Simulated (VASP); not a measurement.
# Cu (Fmmm) in VASP: notebook, part 2 of 3

VASP 6.6.1. The steps go on from the part before.

## (4) Single point, r2SCAN (strain +0.0250 x Voigt [0, 0, 0, 0, 0, 1])

POSCAR reads:

```
Cu
1.0
   -1.4247584035      1.4247584035      1.3760814500
    1.4247584035     -1.4247584035      1.3760814500
    1.4608282365      1.4608282365     -1.3760814500
Cu
1
Direct
    0.0000000000      0.0000000000      0.0000000000
```

INCAR.step1 reads:

```
PREC     = Accurate       # precision mode
ENCUT    = 520            # plane-wave cutoff, eV
ISMEAR   = 0              # smearing method
SIGMA    = 0.15           # smearing width, eV
LREAL    = False          # projectors in reciprocal space
LASPH    = True           # aspherical terms in the spheres
NELM     = 80             # most SCF steps
NBANDS   = 12             # bands
GGA      = PE             # functional
ALGO     = Normal         # electronic algorithm
EDIFF    = 1E-4           # SCF threshold, eV
LWAVE    = True           # write WAVECAR
LCHARG   = False          # write CHGCAR
```

INCAR.step2 reads:

```
PREC     = Accurate       # precision mode
ENCUT    = 520            # plane-wave cutoff, eV
EDIFF    = 1E-6           # SCF threshold, eV
ISMEAR   = 0              # smearing method
SIGMA    = 0.15           # smearing width, eV
LREAL    = False          # projectors in reciprocal space
LASPH    = True           # aspherical terms in the spheres
NELM     = 80             # most SCF steps
ALGO     = Normal         # electronic algorithm
ISIF     = 2              # what is computed and relaxed
LWAVE    = False          # write WAVECAR
LCHARG   = False          # write CHGCAR
METAGGA  = R2SCAN         # meta-GGA
LMIXTAU  = True         
NBANDS   = 12             # bands
ISTART   = 1
```

KPOINTS reads:

```
regular mesh
0
Gamma
  24 24 24
```

Potentials or basis: VASP PAW PBE potentials, release 64 (Cu).

Started as:

```
$ cat potpaw_PBE.64/Cu/POTCAR > POTCAR
$ cp INCAR.step1 INCAR
$ mpirun -np 1 vasp_std > vasp.out
$ cp INCAR.step2 INCAR
$ mpirun -np 1 vasp_std > vasp.out
```

OUTCAR:

```text
PREC = Accurate
   ENCUT = 520
   EDIFF = 1E-6
   ISMEAR = 0
   LREAL = False
   LASPH = True
   NELM = 80
   ISIF = 2
   METAGGA = R2SCAN
   ISTART = 1

 ion  position               nearest neighbor table
   1  0.000  0.000  0.000-

  LATTYP: Found a face centered orthorhombic cell.
 ALAT       =     2.7521629000
 B/A-ratio  =     1.4642393859
 C/A-ratio  =     1.5013087375

  Lattice vectors:

 A1 = (   2.8855866400,   0.0360698330,   0.0000000000)
 A2 = (   1.4608282365,   1.4608282365,   1.3760814500)
 A3 = (   1.4247584035,  -1.4247584035,   1.3760814500)

Analysis of symmetry for initial positions (statically):
=====================================================================
 Subroutine PRICEL returns:
 Original cell was already a primitive cell.

 Routine SETGRP: Setting up the symmetry group for a
 face centered orthorhombic supercell.

 Subroutine GETGRP returns: Found  8 space group operations
 (whereof  8 operations were pure point group operations)
 out of a pool of  8 trial point group operations.

The static configuration has the point symmetry D_2h.

Analysis of symmetry for dynamics (positions and initial velocities):
=====================================================================
 Subroutine PRICEL returns:
 Original cell was already a primitive cell.

 Routine SETGRP: Setting up the symmetry group for a
 face centered orthorhombic supercell.

 Subroutine GETGRP returns: Found  8 space group operations
 (whereof  8 operations were pure point group operations)
 out of a pool of  8 trial point group operations.

The dynamic configuration has the point symmetry D_2h.

 Subroutine INISYM returns: Found  8 space group operations
 (whereof  8 operations are pure point group operations),
 and found     1 'primitive' translations

----------------------------------------------------------------------------------------

                                     Primitive cell

  volume of cell :      11.4563

  direct lattice vectors                    reciprocal lattice vectors
    -1.424758404  1.424758404  1.376081450    -0.004332552  0.346604140  0.363350585
     1.424758404 -1.424758404  1.376081450     0.346604140 -0.004332552  0.363350585
     1.460828237  1.460828237 -1.376081450     0.342271588  0.342271588  0.000000000

  length of vectors
     2.439974011  2.439974011  2.482264778     0.502172130  0.502172130  0.484045121

  position of ions in fractional coordinates (direct lattice)
     0.000000000  0.000000000  0.000000000

  ion indices of the primitive-cell ions
   primitive index   ion index
                 1           1

----------------------------------------------------------------------------------------

 KPOINTS: regular mesh

Automatic generation of k-mesh.
 Grid dimensions read from file:
 generate k-points for:   24   24   24

 Generating k-lattice:

  Cartesian coordinates                     Fractional coordinates (reciprocal lattice)
    -0.000180523  0.014441839  0.015139608     0.041666667  0.000000000  0.000000000
     0.014441839 -0.000180523  0.015139608     0.000000000  0.041666667  0.000000000
     0.014261316  0.014261316  0.000000000     0.000000000  0.000000000  0.041666667

  Length of vectors
     0.020923839  0.020923839  0.020168547

  Shift w.r.t. Gamma in fractional coordinates (k-lattice)
     0.000000000  0.000000000  0.000000000

 Subroutine IBZKPT returns following result:
 ===========================================

 Found   1963 irreducible k-points:

 Following reciprocal coordinates:
            Coordinates               Weight
  0.000000  0.000000  0.000000      1.000000
  0.041667  0.000000 -0.000000      8.000000
  0.083333  0.000000 -0.000000      8.000000
  0.125000  0.000000  0.000000      8.000000
  0.166667  0.000000  0.000000      8.000000
  0.208333  0.000000 -0.000000      8.000000
[... 16 lines left out ...]
  0.416667  0.041667 -0.000000      8.000000
  0.458333  0.041667  0.000000      8.000000
 [... further k-points ...]
   k-points           NKPTS =   1963   k-points in BZ     NKDIM =   1963   number of bands    NBANDS=     12
   number of dos      NEDOS =    301   number of ions     NIONS =      1
   total plane-waves  NPLWV =   5832
   dimension x,y,z NGX =    18 NGY =   18 NGZ =   18
   dimension x,y,z NGXF=    36 NGYF=   36 NGZF=   36
   ions per type =               1
   NGX,Y,Z   is equivalent  to a cutoff of  12.26, 12.26, 12.06 a.u.
   NGXF,Y,Z  is equivalent  to a cutoff of  24.53, 24.53, 24.11 a.u.
 SYSTEM =  unknown system
   PREC   = accura    normal or accurate (medium, high low for compatibility)
   ISTART =      1    job   : 0-new  1-cont  2-samecut
   ICHARG =      0    charge: 1-file 2-atom 10-const
   ISPIN  =      1    spin polarized calculation?
   LNONCOLLINEAR =      F non collinear calculations
   LSORBIT =      F    spin-orbit coupling
   LASPH  =      T    aspherical Exc in radial PAW
   ENCUT  =  520.0 eV  38.22 Ry    6.18 a.u.   4.54  4.54  4.62*2*pi/ulx,y,z
   NELM   =     80;   NELMIN=  2; NELMDL=  0     # of ELM steps
   EDIFF  = 0.1E-05   stopping-criterion for ELM
   LREAL  =      F    real-space projection
   EDIFFG = 0.1E-04   stopping-criterion for IOM
   NSW    =      0    number of steps for IOM
   IBRION =     -1    ionic relax: 0-MD 1-quasi-New 2-CG
   NFREE  =      0    steps in history (QN), initial steepest desc. (CG)
   ISIF   =      2    stress and relaxation
   ISYM   =      2    0-nonsym 1-usesym 2-fastsym
   POTIM  = 0.5000    time-step for ionic-motion
   TEBEG  =    0.0;   TEEND  =   0.0 temperature during run
   PSTRESS=    0.0 pullay stress
   NELECT =      11.0000    total number of electrons
   NUPDOWN=      -1.0000    fix difference up-down
   EMIN   =  10.00;   EMAX   =-10.00  energy-range for DOS
   EFERMI =   0.00;   METHOD = LEGACY
   ISMEAR =     0;   SIGMA  =   0.15  broadening in eV -4-tet -1-fermi 0-gaus
   EFERMI_NEDOS =   21; number of points for ismear=-14 and -15
   IALGO  =     38    algorithm
   IMIX   =      4    mixing-type and parameters
     AMIX     =   0.40;   BMIX     =  1.00
     AMIX_MAG =   1.60;   BMIX_MAG =  1.00
  volume/ion in A,a.u.               =      11.46        77.31
  Fermi-wavevector in a.u.,A,eV,Ry     =   1.615068  3.052037 35.490056  2.608446
  Thomas-Fermi vector in A             =   2.709876
   LORBIT       =      0    0 simple, 1 ext, 2 COOP (PROOUT), +10 PAW based schemes
   METAGGA = R2SCAN    functional components
   LHFCALC =     F    Hartree Fock is set to
   AEXX    =    0.0000 exact exchange contribution
   IVDW    =     0    specifies the selected vdW correction
   LEPSILON=     F    determine dielectric tensor
   LRPA    =     F    only Hartree local field effects (RPA)
 non-spin polarized calculation
 Gauss-broadening in eV      SIGMA  =   0.15
  energy-cutoff  :      520.00
  volume of cell :       11.46
 maximum number of plane-waves:       329
   NGX =  9   NGY =  9   NGZ =  9

 number of electron      11.0000002 magnetization

 Free energy of the ion-electron system (eV)
  ---------------------------------------------------
  ext. energy  EPLUGINS =         0.00000000
  ---------------------------------------------------
  free energy    TOTEN  =       -10.78918060 eV

  energy without entropy =      -10.78515327  energy(sigma->0) =      -10.78716694

 E-fermi :   7.7809     XC(G=0): -13.9542

 val. band max:        7.7794977352   @ k =  -0.0833   0.5000   0.0417
 cond. band min:       7.7861144636   @ k =   0.2500   0.1667   0.0833
 fundamental gap:      0.0066167285
 Fermi energy:         7.7808575176

 k-point     1 :       0.0000    0.0000    0.0000
  band No.  band energies     occupation
      1      -2.1300      2.00000
      2       4.3345      2.00000
      3       4.4466      2.00000
      4       4.6186      2.00000
      5       5.4099      2.00000
      6       5.6096      2.00000
      7      33.0547      0.00000
      8      34.1103      0.00000
      9      34.9497      0.00000
     10      37.3540      0.00000
     11      37.8356      0.00000
     12      38.4956      0.00000
[... 331 lines left out ...]
 k-point    24 :       0.4583    0.0417    0.0000
  band No.  band energies     occupation
      1       2.4401      2.00000
      2       3.6276      2.00000
      3       5.4670      2.00000
      4       5.6756      2.00000
      5       6.1566      2.00000
      6       7.3922      1.99975
      7      12.8816      0.00000
      8      25.4803      0.00000
      9      25.8126      0.00000
     10      30.3240      0.00000
     11      33.8170      0.00000
     12      42.8418      0.00000

 [... further k-points ...]
[... 5 lines left out ...]
  --------------------------------------------------------------------------------------
  -------------------------------------------------------------------------------------
  Total        0.0763567      0.0763567      0.0796172     -0.2019887      0.0000000      0.0000000
  in kB       10.6785687     10.6785687     11.1345592    -28.2483540      0.0000000      0.0000000
  external PRESSURE =      10.8305655 kB  Pullay stress =       0.0000000 kB

 VOLUME and BASIS-vectors are now :
 -----------------------------------------------------------------------------
  energy-cutoff  :      520.00
  volume of cell :       11.46
      direct lattice vectors                 reciprocal lattice vectors
    -1.424758404  1.424758404  1.376081450    -0.004332552  0.346604140  0.363350585
     1.424758404 -1.424758404  1.376081450     0.346604140 -0.004332552  0.363350585
     1.460828237  1.460828237 -1.376081450     0.342271588  0.342271588  0.000000000

 POSITION                                       TOTAL-FORCE (eV/Angst)
 -----------------------------------------------------------------------------------
      0.00000      0.00000      0.00000         0.000000      0.000000      0.000000
 -----------------------------------------------------------------------------------
    total drift:                                0.000000     -0.000000      0.000000

  FREE ENERGIE OF THE ION-ELECTRON SYSTEM (eV)
  ---------------------------------------------------
  free  energy   TOTEN  =       -10.7891806022 eV

  energy  without entropy=      -10.7851532685  energy(sigma->0) =      -10.78716694
```

Wall time 18 min (1 thread of Oxide Virtual Turin-like, shared host); peak memory 0.32 GiB.

What came out:

```
Free energy : -10.7892 eV
Pressure    : 1.1 GPa
```

Stress tensor (GPa, compression positive):
```
 1.07 -2.82  0.00
-2.82  1.07  0.00
 0.00  0.00  1.11
```

Levels at points of the mesh, in eV from the Fermi level:
| k point | band 2 | band 3 | band 4 | band 5 | band 6 | band 7 | band 8 | band 9 |
| --- | --- | --- | --- | --- | --- | --- | --- | --- |
| (0.00, 0.00, 0.00) | -3.45 | -3.33 | -3.16 | -2.37 | -2.17 | 25.27 | 26.33 | 27.17 |
| (0.50, 0.00, 0.00) | -4.16 | -2.28 | -2.06 | -1.47 | -0.56 | 4.95 | 17.77 | 18.76 |
| (0.50, 0.50, 0.00) | -3.87 | -2.46 | -2.26 | -1.46 | -0.75 | 4.69 | 19.21 | 19.59 |
| (0.00, 0.00, 0.50) | -3.96 | -2.41 | -2.15 | -1.53 | -1.13 | 4.12 | 19.59 | 20.18 |
| (0.50, 0.50, 0.50) | -4.98 | -1.73 | -1.61 | -1.61 | 8.10 | 8.26 | 10.11 | 13.72 |

Caveat: the cell differs from its parent crystal (strain +0.0250 x Voigt [0, 0, 0, 0, 0, 1]); the PAW data sets were made with another functional, which shifts forces and pressure a little.

(Continued in part 3 of 3.)
